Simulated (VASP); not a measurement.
# SnSe2 (P-3m1) in VASP: a series of runs

SnSe2 is run at these levels: PBE; tasks: single point.

All numbers are computed with VASP 6.6.1; they aren't measurements. Logs are shortened: lines on timing, memory, paths and dates and some standing lists are left out, and cuts for length are marked.

### 1 The cell of the first run

The structure is trigonal, space group P-3m1 (No. 164). The conventional cell has a = 3.652 Å, b = 3.652 Å, c = 5.880 Å, α = 90.00°, β = 90.00°, γ = 120.00°. Within 3.4 Å of Sn (site symmetry -3m) lie 6 Se at 2.57 Å. Within 3.4 Å of Se (site symmetry 3m) lie 3 Sn at 2.57 Å.

### 2 Single point, PBE

INCAR

```
  PREC = Accurate
  ENCUT = 520
  EDIFF = 1E-7
  ISMEAR = 0
  SIGMA = 0.01
  LREAL = F
  LASPH = T
  NELM = 60
  ALGO = Normal
  ISIF = 2
  LWAVE = F
  LCHARG = F
  GGA = PE
  NBANDS = 20
```

KPOINTS

```
Automatic mesh
0
Gamma
  6 6 4
```

POSCAR

```
SnSe2
1.0
    3.6520202151      0.0000000000      0.0000000000
   -1.8260101075      3.1627395849      0.0000000000
    0.0000000000      0.0000000000      5.8800304486
Sn Se
1 2
Direct
    0.0000000000      0.0000000000      0.0000000000
    0.3333333333      0.6666666667      0.2490000000
    0.6666666667      0.3333333333      0.7510000000
```

Potentials or basis: VASP PAW PBE potentials, release 64 (Sn_d, Se).

The run is started by

```
cat potpaw_PBE.64/Sn_d/POTCAR potpaw_PBE.64/Se/POTCAR > POTCAR
mpirun -np 1 vasp_std > vasp.out
```

OUTCAR:

```text
PREC = Accurate
   ENCUT = 520
   EDIFF = 1E-7
   ISMEAR = 0
   LREAL = F
   LASPH = T
   NELM = 60
   ISIF = 2
   GGA = PE

 ion  position               nearest neighbor table
   1  0.000  0.000  0.000-   2 2.57   3 2.57   3 2.57   2 2.57   3 2.57   2 2.57
   2  0.333  0.667  0.249-   1 2.57   1 2.57   1 2.57
   3  0.667  0.333  0.751-   1 2.57   1 2.57   1 2.57

  LATTYP: Found a hexagonal cell.
 ALAT       =     3.6520202151
 C/A-ratio  =     1.6100760955

  Lattice vectors:

 A1 = (   3.6520202151,   0.0000000000,   0.0000000000)
 A2 = (  -1.8260101075,   3.1627395849,   0.0000000000)
 A3 = (   0.0000000000,   0.0000000000,   5.8800304486)

Analysis of symmetry for initial positions (statically):
=====================================================================
 Subroutine PRICEL returns:
 Original cell was already a primitive cell.

 Routine SETGRP: Setting up the symmetry group for a
 hexagonal supercell.

 Subroutine GETGRP returns: Found 12 space group operations
 (whereof 12 operations were pure point group operations)
 out of a pool of 24 trial point group operations.

The static configuration has the point symmetry D_3d.

Analysis of symmetry for dynamics (positions and initial velocities):
=====================================================================
 Subroutine PRICEL returns:
 Original cell was already a primitive cell.

 Routine SETGRP: Setting up the symmetry group for a
 hexagonal supercell.

 Subroutine GETGRP returns: Found 12 space group operations
 (whereof 12 operations were pure point group operations)
 out of a pool of 24 trial point group operations.

The dynamic configuration has the point symmetry D_3d.

 Subroutine INISYM returns: Found 12 space group operations
 (whereof 12 operations are pure point group operations),
 and found     1 'primitive' translations

----------------------------------------------------------------------------------------

                                     Primitive cell

  volume of cell :      67.9166

  direct lattice vectors                    reciprocal lattice vectors
     3.652020215  0.000000000  0.000000000     0.273821047  0.158090790  0.000000000
    -1.826010107  3.162739585  0.000000000     0.000000000  0.316181580  0.000000000
     0.000000000  0.000000000  5.880030449     0.000000000  0.000000000  0.170067147

  length of vectors
     3.652020215  3.652017880  5.880030449     0.316181378  0.316181580  0.170067147

  position of ions in fractional coordinates (direct lattice)
     0.000000000  0.000000000  0.000000000
     0.333333333  0.666666667  0.249000000
     0.666666667  0.333333333  0.751000000

  ion indices of the primitive-cell ions
   primitive index   ion index
                 1           1
                 2           2
                 3           3

----------------------------------------------------------------------------------------

 KPOINTS: Automatic mesh

Automatic generation of k-mesh.
 Grid dimensions read from file:
 generate k-points for:    6    6    4

 Generating k-lattice:

  Cartesian coordinates                     Fractional coordinates (reciprocal lattice)
     0.045636841  0.026348465  0.000000000     0.166666667  0.000000000  0.000000000
     0.000000000  0.052696930  0.000000000     0.000000000  0.166666667  0.000000000
     0.000000000  0.000000000  0.042516787     0.000000000  0.000000000  0.250000000

  Length of vectors
     0.052696896  0.052696930  0.042516787

  Shift w.r.t. Gamma in fractional coordinates (k-lattice)
     0.000000000  0.000000000  0.000000000

 Subroutine IBZKPT returns following result:
 ===========================================

 Found     24 irreducible k-points:

 Following reciprocal coordinates:
            Coordinates               Weight
  0.000000  0.000000  0.000000      1.000000
  0.166667 -0.000000  0.000000      6.000000
  0.333333  0.000000  0.000000      6.000000
  0.500000 -0.000000  0.000000      3.000000
  0.166667  0.166667  0.000000      6.000000
  0.333333  0.166667  0.000000     12.000000
[... 16 lines left out ...]
  0.333333  0.166667  0.500000     12.000000
  0.333333  0.333333  0.500000      2.000000
   k-points           NKPTS =     24   k-points in BZ     NKDIM =     24   number of bands    NBANDS=     20
   number of dos      NEDOS =    301   number of ions     NIONS =      3
   total plane-waves  NPLWV =  37632
   dimension x,y,z NGX =    28 NGY =   28 NGZ =   48
   dimension x,y,z NGXF=    56 NGYF=   56 NGZF=   96
   ions per type =               1   2
   NGX,Y,Z   is equivalent  to a cutoff of  12.75, 12.75, 13.57 a.u.
   NGXF,Y,Z  is equivalent  to a cutoff of  25.49, 25.49, 27.14 a.u.
 SYSTEM =  unknown system
   PREC   = accura    normal or accurate (medium, high low for compatibility)
   ISTART =      0    job   : 0-new  1-cont  2-samecut
   ICHARG =      2    charge: 1-file 2-atom 10-const
   ISPIN  =      1    spin polarized calculation?
   LNONCOLLINEAR =      F non collinear calculations
   LSORBIT =      F    spin-orbit coupling
   LASPH  =      T    aspherical Exc in radial PAW
   ENCUT  =  520.0 eV  38.22 Ry    6.18 a.u.   6.79  6.79 10.93*2*pi/ulx,y,z
   NELM   =     60;   NELMIN=  2; NELMDL= -5     # of ELM steps
   EDIFF  = 0.1E-06   stopping-criterion for ELM
   LREAL  =      F    real-space projection
   EDIFFG = 0.1E-05   stopping-criterion for IOM
   NSW    =      0    number of steps for IOM
   IBRION =     -1    ionic relax: 0-MD 1-quasi-New 2-CG
   NFREE  =      0    steps in history (QN), initial steepest desc. (CG)
   ISIF   =      2    stress and relaxation
   ISYM   =      2    0-nonsym 1-usesym 2-fastsym
   POTIM  = 0.5000    time-step for ionic-motion
   TEBEG  =    0.0;   TEEND  =   0.0 temperature during run
   PSTRESS=    0.0 pullay stress
   NELECT =      26.0000    total number of electrons
   NUPDOWN=      -1.0000    fix difference up-down
   EMIN   =  10.00;   EMAX   =-10.00  energy-range for DOS
   EFERMI =   0.00;   METHOD = LEGACY
   ISMEAR =     0;   SIGMA  =   0.01  broadening in eV -4-tet -1-fermi 0-gaus
   EFERMI_NEDOS =   21; number of points for ismear=-14 and -15
   IALGO  =     38    algorithm
   IMIX   =      4    mixing-type and parameters
     AMIX     =   0.40;   BMIX     =  1.00
     AMIX_MAG =   1.60;   BMIX_MAG =  1.00
  volume/ion in A,a.u.               =      22.64       152.77
  Fermi-wavevector in a.u.,A,eV,Ry     =   1.188704  2.246326 19.225281  1.413018
  Thomas-Fermi vector in A             =   2.324828
   LORBIT       =      0    0 simple, 1 ext, 2 COOP (PROOUT), +10 PAW based schemes
   GGA     = PE    functional components
   LHFCALC =     F    Hartree Fock is set to
   AEXX    =    0.0000 exact exchange contribution
   IVDW    =     0    specifies the selected vdW correction
   LEPSILON=     F    determine dielectric tensor
   LRPA    =     F    only Hartree local field effects (RPA)
 non-spin polarized calculation
 Gauss-broadening in eV      SIGMA  =   0.01
  energy-cutoff  :      520.00
  volume of cell :       67.92
 maximum number of plane-waves:      1854
 NGX is ok and might be reduce to    28
   NGX = 13   NGY = 13   NGZ = 21

 number of electron      26.0000007 magnetization

 Free energy of the ion-electron system (eV)
  ---------------------------------------------------
  ext. energy  EPLUGINS =         0.00000000
  ---------------------------------------------------
  free energy    TOTEN  =       -11.04861055 eV

  energy without entropy =      -11.04861055  energy(sigma->0) =      -11.04861055

 E-fermi :   5.7764     XC(G=0): -10.0447

 val. band max:        5.6811309641   @ k =   0.0000   0.0000   0.0000
 cond. band min:       6.5814115818   @ k =   0.5000  -0.0000   0.2500
 fundamental gap:      0.9002806178
 Fermi energy:         5.7763776410

 k-point     1 :       0.0000    0.0000    0.0000
  band No.  band energies     occupation
      1     -15.8528      2.00000
      2     -15.8528      2.00000
      3     -15.7849      2.00000
      4     -15.7584      2.00000
      5     -15.7584      2.00000
      6      -9.4131      2.00000
[... 12 lines left out ...]
     19      14.7077      0.00000
     20      14.7077      0.00000

 k-point     2 :       0.1667   -0.0000    0.0000
  band No.  band energies     occupation
      1     -15.8782      2.00000
      2     -15.8392      2.00000
      3     -15.7749      2.00000
      4     -15.7645      2.00000
      5     -15.7541      2.00000
      6      -9.0803      2.00000
[... 12 lines left out ...]
     19      13.9227      0.00000
     20      14.9107      0.00000

 k-point     3 :       0.3333    0.0000    0.0000
  band No.  band energies     occupation
      1     -15.9335      2.00000
      2     -15.8234      2.00000
      3     -15.7895      2.00000
      4     -15.7372      2.00000
      5     -15.7337      2.00000
      6      -8.1583      2.00000
[... 12 lines left out ...]
     19      14.9137      0.00000
     20      15.7327      0.00000

 k-point     4 :       0.5000   -0.0000    0.0000
  band No.  band energies     occupation
      1     -15.9618      2.00000
      2     -15.8208      2.00000
      3     -15.7977      2.00000
      4     -15.7219      2.00000
      5     -15.7181      2.00000
      6      -7.2886      2.00000
[... 12 lines left out ...]
     19      16.3216      0.00000
     20      16.5539      0.00000

 k-point     5 :       0.1667    0.1667    0.0000
  band No.  band energies     occupation
      1     -15.9078      2.00000
      2     -15.8375      2.00000
      3     -15.7758      2.00000
      4     -15.7612      2.00000
      5     -15.7340      2.00000
      6      -8.4449      2.00000
[... 12 lines left out ...]
     19      12.5747      0.00000
     20      16.1655      0.00000

 k-point     6 :       0.3333    0.1667    0.0000
  band No.  band energies     occupation
      1     -15.9355      2.00000
      2     -15.8434      2.00000
      3     -15.7827      2.00000
      4     -15.7395      2.00000
      5     -15.7208      2.00000
      6      -7.3996      2.00000
[... 12 lines left out ...]
     19      14.4216      0.00000
     20      16.1650      0.00000

 k-point     7 :       0.3333    0.3333    0.0000
  band No.  band energies     occupation
      1     -15.8939      2.00000
      2     -15.8939      2.00000
      3     -15.7546      2.00000
      4     -15.7546      2.00000
      5     -15.7280      2.00000
      6      -6.6217      2.00000
[... 12 lines left out ...]
     19      14.1925      0.00000
     20      14.1925      0.00000
[... 277 lines left out ...]
 k-point    20 :       0.3333    0.0000    0.5000
  band No.  band energies     occupation
      1     -15.9340      2.00000
      2     -15.8235      2.00000
      3     -15.7896      2.00000
      4     -15.7370      2.00000
      5     -15.7337      2.00000
      6      -7.9829      2.00000
[... 12 lines left out ...]
     19      15.9365      0.00000
     20      16.1466      0.00000

 k-point    21 :       0.5000   -0.0000    0.5000
  band No.  band energies     occupation
      1     -15.9624      2.00000
      2     -15.8208      2.00000
      3     -15.7978      2.00000
      4     -15.7217      2.00000
      5     -15.7180      2.00000
      6      -7.1669      2.00000
[... 12 lines left out ...]
     19      15.9987      0.00000
     20      17.1507      0.00000

 k-point    22 :       0.1667    0.1667    0.5000
  band No.  band energies     occupation
      1     -15.9082      2.00000
      2     -15.8376      2.00000
      3     -15.7759      2.00000
      4     -15.7611      2.00000
      5     -15.7339      2.00000
      6      -8.2611      2.00000
[... 12 lines left out ...]
     19      13.7321      0.00000
     20      14.9466      0.00000

 k-point    23 :       0.3333    0.1667    0.5000
  band No.  band energies     occupation
      1     -15.9359      2.00000
      2     -15.8436      2.00000
      3     -15.7828      2.00000
      4     -15.7394      2.00000
      5     -15.7206      2.00000
      6      -7.2632      2.00000
[... 12 lines left out ...]
     19      14.1521      0.00000
     20      15.4897      0.00000

 k-point    24 :       0.3333    0.3333    0.5000
  band No.  band energies     occupation
      1     -15.8943      2.00000
      2     -15.8943      2.00000
      3     -15.7547      2.00000
      4     -15.7546      2.00000
      5     -15.7278      2.00000
      6      -6.5949      2.00000
[... 12 lines left out ...]
     19      14.6678      0.00000
     20      14.9240      0.00000

------------------------ aborting loop because EDIFF is reached ----------------------------------------

  FORCE on cell =-STRESS in cart. coord.  units (eV):
  Direction    XX          YY          ZZ          XY          YZ          ZX
  --------------------------------------------------------------------------------------
  -------------------------------------------------------------------------------------
  Total        8.2188072      8.2187932      8.5269134      0.0000000      0.0000000     -0.0000000
  in kB      193.8845464    193.8842158    201.1528799      0.0000000      0.0000000     -0.0000000
  external PRESSURE =     196.3072140 kB  Pullay stress =       0.0000000 kB

 VOLUME and BASIS-vectors are now :
 -----------------------------------------------------------------------------
  energy-cutoff  :      520.00
  volume of cell :       67.92
      direct lattice vectors                 reciprocal lattice vectors
     3.652020215  0.000000000  0.000000000     0.273821047  0.158090790  0.000000000
    -1.826010107  3.162739585  0.000000000     0.000000000  0.316181580  0.000000000
     0.000000000  0.000000000  5.880030449     0.000000000  0.000000000  0.170067147

 POSITION                                       TOTAL-FORCE (eV/Angst)
 -----------------------------------------------------------------------------------
      0.00000      0.00000      0.00000        -0.000000      0.000000     -0.000000
     -0.00000      2.10849      1.46413        -0.000000      0.000000      2.366291
      1.82601      1.05425      4.41590         0.000000      0.000000     -2.366291
 -----------------------------------------------------------------------------------
    total drift:                                0.000000      0.000000     -0.000000

  FREE ENERGIE OF THE ION-ELECTRON SYSTEM (eV)
  ---------------------------------------------------
  free  energy   TOTEN  =       -11.0486105486 eV

  energy  without entropy=      -11.0486105486  energy(sigma->0) =      -11.04861055
```

It took 16 s on 1 thread of Intel Xeon 6975P-C (Granite Rapids), shared host; peak memory 0.19 GiB.

Results:

| Quantity | Value |
| --- | --- |
| Free energy | -11.0486 eV |
| Pressure | 19.6 GPa |
| Largest force | 2.366 eV/Å |
| Band gap on the k mesh | 0.90 eV, indirect (least direct gap 1.54 eV) |

Forces in eV/Å, atoms in the order of the input:
```
Sn   0.000  0.000  0.000
Se   0.000  0.000  2.366
Se   0.000  0.000 -2.366
```

Stress tensor (GPa, compression positive):
```
19.39  0.00  0.00
 0.00 19.39  0.00
 0.00  0.00 20.12
```

Levels at points of the mesh, in eV from the valence-band top:
```csv
k point,band 11,band 12,band 13,band 14,band 15,band 16
"(0.00, 0.00, 0.00)",-0.50,-0.50,0.00,1.76,2.97,4.84
"(0.50, 0.00, 0.00)",-3.23,-1.54,-0.39,1.24,3.86,5.31
"(0.00, 0.00, 0.50)",-0.98,-0.31,-0.31,3.06,3.08,4.49
"(0.50, 0.00, 0.50)",-2.29,-1.09,-0.88,1.05,4.24,4.77
```

Caveat: spin-orbit coupling is left out, which moves the levels of the heavy elements; this functional lacks dispersion, which binds the layers, so the pressure and a relaxed spacing across them are unreliable; forces of over 1 eV/Å act on the atoms, so gaps and moduli don't describe the material at rest.

(Part 1 of 2 ends here.)
